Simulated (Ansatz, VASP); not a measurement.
## LiOs: VASP beside Ansatz

```xyz
2
Lattice="0.0000 2.2803 2.2803 2.2803 0.0000 2.2803 2.2803 2.2803 0.0000" Properties=species:S:1:pos:R:3 pbc="T T T"
Li    0.0000    0.0000    0.0000
Os    2.2803    2.2803    2.2803
```

Alike in both runs: functional r2SCAN; k mesh 6 × 6 × 6; occupations gaussian, width 0.1 eV; no spin polarisation.

Ansatz relaxed the structure, and its values are those at the end. VASP's run is a single point on that final structure, the one shown.

|  | VASP | Ansatz |
| --- | --- | --- |
| version | VASP 6.6.1 | Ansatz 0.2.0 |
| potentials or method | VASP PAW PBE potentials, release 64 (Li_sv, Os_sv_GW), cutoff 830 eV | scalar-relativistic, plane waves, PAW |
| valence electrons in the cell | 19 | 19 |

|  | VASP | Ansatz | Ansatz less VASP |
| --- | --- | --- | --- |
| gap on the k mesh at the Fermi level (eV) | none | none | - |
| pressure (GPa) | 1.8 | -0.4 | -2.14 |

VASP's potentials were made for PBE, not for r2SCAN. A gap of «none» marks a metal or a gap that the smearing closes. The functional is the same, so the differences come from potentials, cutoffs and numerics.

The k mesh is coarse, so the values compare programs but aren't converged. Neither program's run includes spin-orbit coupling.
